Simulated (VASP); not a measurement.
## TaS2: electric field gradients with PBE

TaS2:

```
Ta S
1.0
     3.41700    0.00000    0.00000
    -1.70850    2.95921    0.00000
     0.00000    0.00000    5.86000
Ta S
1 2
Direct
  0.00000 0.00000 0.00000
  0.33333 0.66667 0.25000
  0.66667 0.33333 0.75000
```

This cell differs from its parent crystal: equal xx and yy strain of +2 %.

```json
{
  "Program": "VASP 6.6.1",
  "Task": "electric field gradients",
  "Functional": "PBE",
  "Potentials or basis": "VASP PAW PBE potentials, release 64 (Ta_pv, S)",
  "Cutoff": "400 eV",
  "k mesh": "9 × 9 × 5",
  "Occupations": "fermi-dirac, width 0.03 eV",
  "Spin": "no spin polarisation",
  "Dipole correction": "no",
  "Further INCAR settings": "ALGO = Normal; EDIFF = 1e-08; NBANDS = 18"
}
```

```json
{
 "Pressure": "3.3 GPa",
 "Largest force": "0.706 eV/Å"
}
```

Forces in eV/Å, atoms in the order of the input:
```
Ta   0.000  0.000  0.000
S    0.000  0.000  0.706
S    0.000  0.000 -0.706
```

Stress tensor (GPa, compression positive):
```
1.13 0.00 0.00
0.00 1.13 0.00
0.00 0.00 7.59
```

Levels at points of the mesh, in eV from the Fermi level:
| k point | band 8 | band 9 | band 10 | band 11 | band 12 | band 13 | band 14 | band 15 | band 16 | band 17 |
| --- | --- | --- | --- | --- | --- | --- | --- | --- | --- | --- |
| (0.00, 0.00, 0.00) | -4.24 | -1.27 | -0.92 | -0.92 | -0.01 | -0.01 | 0.40 | 3.92 | 3.92 | 5.05 |

Electric field gradients, principal values (V/Å²):
| atom | least | middle | greatest (by size) |
| --- | --- | --- | --- |
| 1 Ta | 62.454 | 62.456 | -124.911 |
| 2 S | 8.893 | 8.895 | -17.788 |
| 3 S | 8.893 | 8.895 | -17.788 |

Run time: 78 s on 1 thread of AMD EPYC 7R43 64-Core Processor (Zen 3), on a shared host, peak memory 0.14 GiB.

Caveat: the cell differs from its parent crystal (equal xx and yy strain of +2 %); without QUAD_EFG the Cq values of the log hold for a quadrupole moment of 1 mb, not for the nuclei; spin-orbit coupling is left out, which moves the levels of the heavy elements; this functional lacks dispersion, which binds the layers, so the pressure and a relaxed spacing across them are unreliable.
